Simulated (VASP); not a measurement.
# CdS (zincblende type) (F-43m) in VASP: notebook, part 2 of 2

VASP 6.6.1. The steps go on from the part before.

**3. Single point, LDA**

This run uses another cell than the first one, of 23.85 Å³/atom.

Contents of POSCAR:

```
CdS
1.0
    0.0000000000      2.8784172280      2.8784172280
    2.8784172280      0.0000000000      2.8784172280
    2.8784172280      2.8784172280      0.0000000000
Cd S
1 1
Direct
    0.0000000000      0.0000000000      0.0000000000
    0.2500000000      0.2500000000      0.2500000000
```

Contents of INCAR.step1:

```
PREC = Accurate
ENCUT = 520
EDIFF = 1E-6
ISMEAR = -1
SIGMA = 0.08
LREAL = F
LASPH = T
NELM = 60
ALGO = Normal
ISIF = 2
LWAVE = F
LCHARG = T
NBANDS = 16
```

Contents of KPOINTS.step1:

```
Automatic mesh
0
Gamma
  11 11 11
```

Contents of INCAR.step2:

```
PREC = Accurate
ENCUT = 520
EDIFF = 1E-6
ISMEAR = -5
SIGMA = 0.08
LREAL = F
LASPH = T
NELM = 60
ALGO = Normal
ISIF = 2
LWAVE = F
LCHARG = F
LORBIT = 11
NBANDS = 16
NEDOS = 2001
ICHARG = 11
```

Contents of KPOINTS.step2:

```
Automatic mesh
0
Gamma
  17 17 17
```

Potentials or basis: VASP PAW LDA potentials, release 64 (Cd, S).

Launch:

```console
> cat potpaw_LDA.64/Cd/POTCAR potpaw_LDA.64/S/POTCAR > POTCAR
> cp INCAR.step1 INCAR
> cp KPOINTS.step1 KPOINTS
> mpirun -np 1 vasp_std > vasp.out
> cp INCAR.step2 INCAR
> cp KPOINTS.step2 KPOINTS
> mpirun -np 1 vasp_std > vasp.out
```

Wall time 2.4 min (1 thread of AMD EPYC 7R13, shared host); peak memory 0.21 GiB.

It converged, with:

```
Valence electrons inside the program's atomic spheres : Cd 10.36; S 3.71
```

Levels at points of the mesh, in eV from the valence-band top:
| k point | band 5 | band 6 | band 7 | band 8 | band 9 | band 10 | band 11 | band 12 | band 13 | band 14 |
| --- | --- | --- | --- | --- | --- | --- | --- | --- | --- | --- |
| (0.00, 0.00, 0.00) | -7.39 | -7.39 | 0.00 | 0.00 | 0.00 | 0.98 | 6.35 | 6.35 | 6.35 | 11.30 |

**4. Single point, LDA (23.85 Å³/atom)**

This run uses another cell than the first one, of 23.85 Å³/atom.

POSCAR is that of step 3.

Contents of INCAR.step1:

```
  PREC = Accurate
  ENCUT = 520
  EDIFF = 1E-6
  ISMEAR = -1
  SIGMA = 0.08
  LREAL = F
  LASPH = T
  NELM = 80
  ALGO = Normal
  ISIF = 2
  LWAVE = F
  LCHARG = T
  GGA = CA
  NBANDS = 16
```

Contents of KPOINTS.step1:

```
regular mesh
0
Gamma
  11 11 11
```

Contents of INCAR.step2:

```
  PREC = Accurate
  ENCUT = 520
  EDIFF = 1E-6
  ISMEAR = -5
  SIGMA = 0.08
  LREAL = F
  LASPH = T
  NELM = 80
  ALGO = Normal
  ISIF = 2
  LWAVE = F
  LCHARG = F
  GGA = CA
  LORBIT = 11
  NEDOS = 1001
  ICHARG = 11
```

Contents of KPOINTS.step2:

```
regular mesh
0
Gamma
  17 17 17
```

Potentials or basis: VASP PAW LDA potentials, release 64 (Cd, S).

Launch:

```console
> cat potpaw_LDA.64/Cd/POTCAR potpaw_LDA.64/S/POTCAR > POTCAR
> cp INCAR.step1 INCAR
> cp KPOINTS.step1 KPOINTS
> mpirun -np 1 vasp_std > vasp.out
> cp INCAR.step2 INCAR
> cp KPOINTS.step2 KPOINTS
> mpirun -np 1 vasp_std > vasp.out
```

OUTCAR:

```text
PREC = Accurate
   ENCUT = 520
   EDIFF = 1E-6
   ISMEAR = -5
   LREAL = F
   LASPH = T
   NELM = 80
   ISIF = 2
   GGA = CA
   LORBIT = 11
   ICHARG = 11

 ion  position               nearest neighbor table
   1  0.000  0.000  0.000-   2 2.49   2 2.49   2 2.49   2 2.49
   2  0.250  0.250  0.250-   1 2.49   1 2.49   1 2.49   1 2.49

  LATTYP: Found a face centered cubic cell.
 ALAT       =     5.7568344560

[... 578 lines left out ...]
  --------------------------------------------------------------------------------------
  -------------------------------------------------------------------------------------
  Total        0.1597373      0.1597373      0.1597373      0.0000000      0.0000000     -0.0000000
  in kB        5.3656927      5.3656927      5.3656927      0.0000000      0.0000000     -0.0000000
  external PRESSURE =       5.3656927 kB  Pullay stress =       0.0000000 kB

 VOLUME and BASIS-vectors are now :
 -----------------------------------------------------------------------------
  energy-cutoff  :      520.00
  volume of cell :       47.70
      direct lattice vectors                 reciprocal lattice vectors
     0.000000000  2.878417228  2.878417228    -0.173706576  0.173706576  0.173706576
     2.878417228  0.000000000  2.878417228     0.173706576 -0.173706576  0.173706576
     2.878417228  2.878417228  0.000000000     0.173706576  0.173706576 -0.173706576

 POSITION                                       TOTAL-FORCE (eV/Angst)
 -----------------------------------------------------------------------------------
      0.00000      0.00000      0.00000         0.000000      0.000000      0.000000
      1.43921      1.43921      1.43921        -0.000000     -0.000000     -0.000000
 -----------------------------------------------------------------------------------
    total drift:                               -0.000000     -0.000000     -0.000000

  FREE ENERGIE OF THE ION-ELECTRON SYSTEM (eV)
  ---------------------------------------------------
  free  energy   TOTEN  =        -7.4083559378 eV

  energy  without entropy=       -7.4083559378  energy(sigma->0) =       -7.40835594

 total charge

# of ion       s       p       d       tot
------------------------------------------
    1        0.450   0.359   9.554  10.363
    2        1.322   2.393   0.000   3.715
--------------------------------------------------
tot          1.772   2.752   9.554  14.078
```

OSZICAR.step1:

```text
N       E                     dE             d eps       ncg     rms          rms(c)
DAV:   1     0.111308883269E+03    0.11131E+03   -0.90557E+03  1816   0.103E+03
DAV:   2    -0.361955616813E+01   -0.11493E+03   -0.10808E+03  2216   0.258E+02
DAV:   3    -0.789535982125E+01   -0.42758E+01   -0.42686E+01  2184   0.520E+01
DAV:   4    -0.792147383193E+01   -0.26114E-01   -0.26111E-01  2312   0.401E+00
DAV:   5    -0.792180918384E+01   -0.33535E-03   -0.33535E-03  2200   0.427E-01    0.884E+00
DAV:   6    -0.743940704790E+01    0.48240E+00   -0.76517E-01  2744   0.120E+01    0.691E+00
DAV:   7    -0.741251963830E+01    0.26887E-01   -0.16239E-01  2360   0.291E+00    0.316E+00
DAV:   8    -0.740759334716E+01    0.49263E-02   -0.17670E-02  1992   0.168E+00    0.258E-01
DAV:   9    -0.740717020130E+01    0.42315E-03   -0.19793E-03  2376   0.706E-01    0.494E-02
DAV:  10    -0.740715942327E+01    0.10778E-04   -0.16541E-04  2136   0.162E-01    0.539E-02
DAV:  11    -0.740717034557E+01   -0.10922E-04   -0.43319E-05  2232   0.647E-02    0.157E-02
DAV:  12    -0.740716554544E+01    0.48001E-05   -0.16577E-05  2744   0.561E-02    0.717E-03
DAV:  13    -0.740716567906E+01   -0.13363E-06   -0.12850E-06  1792   0.818E-03
   1 F= -.74071657E+01 E0= -.74071574E+01  d E =-.165371E-04
```

Wall time 2.9 min (1 thread of AMD EPYC 7R13, shared host); peak memory 0.2 GiB.

Results:

```
Valence electrons inside the program's atomic spheres : Cd 10.36; S 3.71
```

Levels at points of the mesh, in eV from the valence-band top:
```tsv
k point	band 7	band 8	band 9	band 10	band 11	band 12
(0.00, 0.00, 0.00)	0.00	0.00	0.00	0.98	6.35	6.35
```
